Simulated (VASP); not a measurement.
A run of VASP 6.6.1:

File INCAR:

```
PREC     = Accurate       # precision mode
ENCUT    = 520            # plane-wave cutoff, eV
EDIFF    = 1E-7           # SCF threshold, eV
ISMEAR   = -1             # smearing method
SIGMA    = 0.08           # smearing width, eV
LREAL    = F              # projectors in reciprocal space
LASPH    = T              # aspherical terms in the spheres
NELM     = 100            # most SCF steps
ALGO     = Normal         # electronic algorithm
ISIF     = 2              # what is computed and relaxed
LWAVE    = F              # write WAVECAR
LCHARG   = F              # write CHGCAR
GGA      = PE             # functional
NBANDS   = 20             # bands
```

File KPOINTS:

```
Automatic mesh
0
Gamma
  17 17 17
```

File POSCAR:

```
Ga
1.0
   -2.1102919989      2.1102919989      1.1028726803
    2.1102919989     -2.1102919989      1.1028726803
    2.1102919989      2.1102919989     -1.1028726803
Ga
2
Direct
   -0.3750000000     -0.1250000000     -0.2500000000
    0.3750000000      0.1250000000      0.2500000000
```

Potentials or basis: VASP PAW PBE potentials, release 64 (Ga_d).

Run with:

```bash
$ cat potpaw_PBE.64/Ga_d/POTCAR > POTCAR
$ mpirun -np 1 vasp_std > vasp.out
```

Hardware: 1 thread of AMD EPYC 9R45 96-Core Processor (Zen 5) (shared host).

Problem. Estimate the wall time of this run.

Solution. Run time: 77 s on 1 thread of AMD EPYC 9R45 96-Core Processor (Zen 5) (shared host), peak memory 0.21 GiB. Counts: scf iterations 13, k points 405.
